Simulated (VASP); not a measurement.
# Ge (I4_1/amd) in VASP: a series of runs

Ge is run at these levels: PBE; tasks: single point.

All numbers are computed with VASP 6.6.1; they aren't measurements. Logs are shortened: lines on timing, memory, paths and dates and some standing lists are left out, and cuts for length are marked.

**1. The cell of the first run**

Symmetry: I4_1/amd, No. 141, tetragonal system. The conventional cell has a = 4.161 Å, b = 4.161 Å, c = 5.658 Å, α = 90.00°, β = 90.00°, γ = 90.00°. Within 3.3 Å of Ge (site symmetry -4m2) lie 4 Ge at 2.52 Å.

**2. Single point, PBE (strain +0.040 along x and y, +0.000 along z)**

Input file INCAR:

```
PREC = Accurate
ENCUT = 500
EDIFF = 1E-6
ISMEAR = 0
SIGMA = 0.15
LREAL = F
LASPH = T
NELM = 120
ALGO = Normal
ISIF = 2
LWAVE = F
LCHARG = F
GGA = PE
NBANDS = 21
GGA_COMPAT = F
```

Input file KPOINTS:

```
Automatic mesh
0
Gamma
  14 14 14
```

Input file POSCAR:

```
Ge
1.0
    0.0000000000      2.9419208000      2.8287700000
    2.9419208000      0.0000000000      2.8287700000
    2.9419208000      2.9419208000      0.0000000000
Ge
2
Direct
    0.5000000000      0.5000000000      0.5000000000
    0.7500000000      0.7500000000      0.7500000000
```

Potentials or basis: VASP PAW PBE potentials, release 64 (Ge_d).

Started as:

```console
$ cat potpaw_PBE.64/Ge_d/POTCAR > POTCAR
$ mpirun -np 1 vasp_std > vasp.out
```

OUTCAR:

```text
PREC = Accurate
   ENCUT = 500
   EDIFF = 1E-6
   ISMEAR = 0
   LREAL = F
   LASPH = T
   NELM = 120
   ISIF = 2
   GGA = PE

 ion  position               nearest neighbor table
   1  0.500  0.500  0.500-   2 2.52   2 2.52   2 2.52   2 2.52
   2  0.750  0.750  0.750-   1 2.52   1 2.52   1 2.52   1 2.52

  LATTYP: Found a body centered tetragonal cell.
 ALAT       =     4.1605042948
 C/A-ratio  =     1.3598207331

  Lattice vectors:

 A1 = (   0.0000000000,  -2.9419208000,  -2.8287700000)
 A2 = (   0.0000000000,   2.9419208000,  -2.8287700000)
 A3 = (   2.9419208000,   0.0000000000,   2.8287700000)

Analysis of symmetry for initial positions (statically):
=====================================================================
 Subroutine PRICEL returns:
 Original cell was already a primitive cell.

 Routine SETGRP: Setting up the symmetry group for a
 body centered tetragonal supercell.

 Subroutine GETGRP returns: Found 16 space group operations
 (whereof  8 operations were pure point group operations)
 out of a pool of 16 trial point group operations.

The static configuration has the point symmetry D_2d.
 The point group associated with its full space group is D_4h.

Analysis of symmetry for dynamics (positions and initial velocities):
=====================================================================
 Subroutine PRICEL returns:
 Original cell was already a primitive cell.

 Routine SETGRP: Setting up the symmetry group for a
 body centered tetragonal supercell.

 Subroutine GETGRP returns: Found 16 space group operations
 (whereof  8 operations were pure point group operations)
 out of a pool of 16 trial point group operations.

The dynamic configuration has the point symmetry D_2d.
 The point group associated with its full space group is D_4h.

 Subroutine INISYM returns: Found 16 space group operations
 (whereof  8 operations are pure point group operations),
 and found     1 'primitive' translations

----------------------------------------------------------------------------------------

                                     Primitive cell

  volume of cell :      48.9654

  direct lattice vectors                    reciprocal lattice vectors
     0.000000000  2.941920800  2.828770000    -0.169956989  0.169956989  0.176755268
     2.941920800  0.000000000  2.828770000     0.169956989 -0.169956989  0.176755268
     2.941920800  2.941920800  0.000000000     0.169956989  0.169956989 -0.176755268

  length of vectors
     4.081278930  4.081278930  4.160504295     0.298350768  0.298350768  0.298350768

  position of ions in fractional coordinates (direct lattice)
     0.500000000  0.500000000  0.500000000
     0.750000000  0.750000000  0.750000000

  ion indices of the primitive-cell ions
   primitive index   ion index
                 1           1
                 2           2

----------------------------------------------------------------------------------------

 KPOINTS: Automatic mesh

Automatic generation of k-mesh.
 Grid dimensions read from file:
 generate k-points for:   14   14   14

 Generating k-lattice:

  Cartesian coordinates                     Fractional coordinates (reciprocal lattice)
    -0.012139785  0.012139785  0.012625376     0.071428571  0.000000000  0.000000000
     0.012139785 -0.012139785  0.012625376     0.000000000  0.071428571  0.000000000
     0.012139785  0.012139785 -0.012625376    -0.000000000 -0.000000000  0.071428571

  Length of vectors
     0.021310769  0.021310769  0.021310769

  Shift w.r.t. Gamma in fractional coordinates (k-lattice)
     0.000000000  0.000000000  0.000000000

 Subroutine IBZKPT returns following result:
 ===========================================

 Found    244 irreducible k-points:

 Following reciprocal coordinates:
            Coordinates               Weight
  0.000000  0.000000  0.000000      1.000000
  0.071429  0.000000  0.000000      8.000000
  0.142857  0.000000  0.000000      8.000000
  0.214286  0.000000  0.000000      8.000000
  0.285714  0.000000  0.000000      8.000000
  0.357143  0.000000  0.000000      8.000000
[... 16 lines left out ...]
  0.214286  0.142857  0.000000      8.000000
  0.285714  0.142857  0.000000      8.000000
 [... further k-points ...]
   k-points           NKPTS =    244   k-points in BZ     NKDIM =    244   number of bands    NBANDS=     21
   number of dos      NEDOS =    301   number of ions     NIONS =      2
   total plane-waves  NPLWV =  27000
   dimension x,y,z NGX =    30 NGY =   30 NGZ =   30
   dimension x,y,z NGXF=    60 NGYF=   60 NGZF=   60
   ions per type =               2
   NGX,Y,Z   is equivalent  to a cutoff of  12.22, 12.22, 11.99 a.u.
   NGXF,Y,Z  is equivalent  to a cutoff of  24.44, 24.44, 23.97 a.u.
 SYSTEM =  unknown system
   PREC   = accura    normal or accurate (medium, high low for compatibility)
   ISTART =      0    job   : 0-new  1-cont  2-samecut
   ICHARG =      2    charge: 1-file 2-atom 10-const
   ISPIN  =      1    spin polarized calculation?
   LNONCOLLINEAR =      F non collinear calculations
   LSORBIT =      F    spin-orbit coupling
   LASPH  =      T    aspherical Exc in radial PAW
   ENCUT  =  500.0 eV  36.75 Ry    6.06 a.u.   7.44  7.44  7.59*2*pi/ulx,y,z
   NELM   =    120;   NELMIN=  2; NELMDL= -5     # of ELM steps
   EDIFF  = 0.1E-05   stopping-criterion for ELM
   LREAL  =      F    real-space projection
   EDIFFG = 0.1E-04   stopping-criterion for IOM
   NSW    =      0    number of steps for IOM
   IBRION =     -1    ionic relax: 0-MD 1-quasi-New 2-CG
   NFREE  =      0    steps in history (QN), initial steepest desc. (CG)
   ISIF   =      2    stress and relaxation
   ISYM   =      2    0-nonsym 1-usesym 2-fastsym
   POTIM  = 0.5000    time-step for ionic-motion
   TEBEG  =    0.0;   TEEND  =   0.0 temperature during run
   PSTRESS=    0.0 pullay stress
   NELECT =      28.0000    total number of electrons
   NUPDOWN=      -1.0000    fix difference up-down
   EMIN   =  10.00;   EMAX   =-10.00  energy-range for DOS
   EFERMI =   0.00;   METHOD = LEGACY
   ISMEAR =     0;   SIGMA  =   0.15  broadening in eV -4-tet -1-fermi 0-gaus
   EFERMI_NEDOS =   21; number of points for ismear=-14 and -15
   IALGO  =     38    algorithm
   IMIX   =      4    mixing-type and parameters
     AMIX     =   0.40;   BMIX     =  1.00
     AMIX_MAG =   1.60;   BMIX_MAG =  1.00
  volume/ion in A,a.u.               =      24.48       165.22
  Fermi-wavevector in a.u.,A,eV,Ry     =   1.358827  2.567812 25.121961  1.846412
  Thomas-Fermi vector in A             =   2.485628
   LORBIT       =      0    0 simple, 1 ext, 2 COOP (PROOUT), +10 PAW based schemes
   GGA     = PE    functional components
   LHFCALC =     F    Hartree Fock is set to
   AEXX    =    0.0000 exact exchange contribution
   IVDW    =     0    specifies the selected vdW correction
   LEPSILON=     F    determine dielectric tensor
   LRPA    =     F    only Hartree local field effects (RPA)
 non-spin polarized calculation
 Gauss-broadening in eV      SIGMA  =   0.15
  energy-cutoff  :      500.00
  volume of cell :       48.97
 maximum number of plane-waves:      1265
 NGX is ok and might be reduce to    30
   NGX = 15   NGY = 15   NGZ = 15

 number of electron      27.9999977 magnetization

 Free energy of the ion-electron system (eV)
  ---------------------------------------------------
  ext. energy  EPLUGINS =         0.00000000
  ---------------------------------------------------
  free energy    TOTEN  =        -9.02230758 eV

  energy without entropy =       -9.02110583  energy(sigma->0) =       -9.02170670

 E-fermi :   4.2425     XC(G=0):  -9.5616

 val. band max:        4.2366434282   @ k =   0.4286   0.0000   0.0000
 cond. band min:       4.3597173636   @ k =   0.3571   0.0000   0.0000
 fundamental gap:      0.1230739354
 Fermi energy:         4.2424511155

 k-point     1 :       0.0000    0.0000    0.0000
  band No.  band energies     occupation
      1     -20.4660      2.00000
      2     -20.4592      2.00000
      3     -20.4592      2.00000
      4     -20.4315      2.00000
      5     -20.4305      2.00000
      6     -20.2649      2.00000
[... 13 lines left out ...]
     20      13.1732      0.00000
     21      13.8478      0.00000

 k-point     2 :       0.0714    0.0000    0.0000
  band No.  band energies     occupation
      1     -20.4675      2.00000
      2     -20.4618      2.00000
      3     -20.4598      2.00000
      4     -20.4279      2.00000
      5     -20.4271      2.00000
      6     -20.2694      2.00000
[... 13 lines left out ...]
     20      12.8153      0.00000
     21      13.3477      0.00000

 k-point     3 :       0.1429    0.0000    0.0000
  band No.  band energies     occupation
      1     -20.4719      2.00000
      2     -20.4668      2.00000
      3     -20.4588      2.00000
      4     -20.4201      2.00000
      5     -20.4197      2.00000
      6     -20.2771      2.00000
[... 13 lines left out ...]
     20      12.3838      0.00000
     21      12.7969      0.00000

 k-point     4 :       0.2143    0.0000    0.0000
  band No.  band energies     occupation
      1     -20.4770      2.00000
      2     -20.4713      2.00000
      3     -20.4563      2.00000
      4     -20.4117      2.00000
      5     -20.4117      2.00000
      6     -20.2844      2.00000
[... 13 lines left out ...]
     20      12.2752      0.00000
     21      12.6252      0.00000

 k-point     5 :       0.2857    0.0000    0.0000
  band No.  band energies     occupation
      1     -20.4810      2.00000
      2     -20.4745      2.00000
      3     -20.4532      2.00000
      4     -20.4050      2.00000
      5     -20.4046      2.00000
      6     -20.2903      2.00000
[... 13 lines left out ...]
     20      12.6112      0.00000
     21      12.7625      0.00000
[... 382 lines left out ...]
     20      12.2057      0.00000
     21      12.8892      0.00000

 k-point    22 :       0.1429    0.1429    0.0000
  band No.  band energies     occupation
      1     -20.4679      2.00000
      2     -20.4645      2.00000
      3     -20.4645      2.00000
      4     -20.4219      2.00000
      5     -20.4112      2.00000
      6     -20.2887      2.00000
[... 13 lines left out ...]
     20      12.0421      0.00000
     21      13.5236      0.00000

 k-point    23 :       0.2143    0.1429    0.0000
  band No.  band energies     occupation
      1     -20.4734      2.00000
      2     -20.4678      2.00000
      3     -20.4607      2.00000
      4     -20.4157      2.00000
      5     -20.4024      2.00000
      6     -20.2988      2.00000
[... 13 lines left out ...]
     20      12.7821      0.00000
     21      13.5494      0.00000

 k-point    24 :       0.2857    0.1429    0.0000
  band No.  band energies     occupation
      1     -20.4806      2.00000
      2     -20.4714      2.00000
      3     -20.4533      2.00000
      4     -20.4080      2.00000
      5     -20.3944      2.00000
      6     -20.3069      2.00000
[... 13 lines left out ...]
     20      13.3380      0.00000
     21      13.7254      0.00000

 [... further k-points ...]

------------------------ aborting loop because EDIFF is reached ----------------------------------------

  FORCE on cell =-STRESS in cart. coord.  units (eV):
  Direction    XX          YY          ZZ          XY          YZ          ZX
  --------------------------------------------------------------------------------------
  -------------------------------------------------------------------------------------
  Total       -0.6886140     -0.6886140      0.0357443      0.0000000     -0.0000000     -0.0000000
  in kB      -22.5318483    -22.5318483      1.1695743      0.0000000     -0.0000000     -0.0000000
  external PRESSURE =     -14.6313741 kB  Pullay stress =       0.0000000 kB

 VOLUME and BASIS-vectors are now :
 -----------------------------------------------------------------------------
  energy-cutoff  :      500.00
  volume of cell :       48.97
      direct lattice vectors                 reciprocal lattice vectors
     0.000000000  2.941920800  2.828770000    -0.169956989  0.169956989  0.176755268
     2.941920800  0.000000000  2.828770000     0.169956989 -0.169956989  0.176755268
     2.941920800  2.941920800  0.000000000     0.169956989  0.169956989 -0.176755268

 POSITION                                       TOTAL-FORCE (eV/Angst)
 -----------------------------------------------------------------------------------
      2.94192      2.94192      2.82877        -0.000000     -0.000000      0.000000
      4.41288      4.41288      4.24315         0.000000      0.000000     -0.000000
 -----------------------------------------------------------------------------------
    total drift:                                0.000000     -0.000000     -0.000000

  FREE ENERGIE OF THE ION-ELECTRON SYSTEM (eV)
  ---------------------------------------------------
  free  energy   TOTEN  =        -9.0223075751 eV

  energy  without entropy=       -9.0211058266  energy(sigma->0) =       -9.02170670
```

It took 3.5 min on 1 thread of Intel Xeon Platinum 8259CL at 2.50GHz (Skylake/Cascade Lake), shared host; peak memory 0.3 GiB.

What came out:

* Free energy: -9.0223 eV
* Pressure: -1.5 GPa
* Band gap on the k mesh: zero (bands 14 and 15 overlap by 0.04 eV)

Stress tensor (GPa, compression positive):
```
-2.25  0.00  0.00
 0.00 -2.25  0.00
 0.00  0.00  0.12
```

Levels at points of the mesh, in eV from the Fermi level:
```csv
k point,band 10,band 11,band 12,band 13,band 14,band 15,band 16,band 17,band 18,band 19
"(0.00, 0.00, 0.00)",-24.49,-12.18,-0.66,-0.07,-0.07,0.20,2.41,2.60,2.60,6.26
"(0.50, 0.00, 0.00)",-24.46,-10.28,-7.24,-1.43,-1.11,-0.05,3.61,3.85,7.11,9.99
"(0.50, 0.50, 0.00)",-24.47,-8.48,-8.48,-2.96,-2.96,0.67,0.67,8.92,8.92,10.95
"(0.50, 0.00, 0.50)",-24.46,-8.64,-8.64,-2.70,-2.70,0.96,0.96,8.80,8.80,10.72
```

Caveat: the cell differs from its parent crystal (strain +0.040 along x and y, +0.000 along z); semilocal functionals underestimate gaps, so a narrow gap can read as zero.

(Part 1 of 2 ends here.)
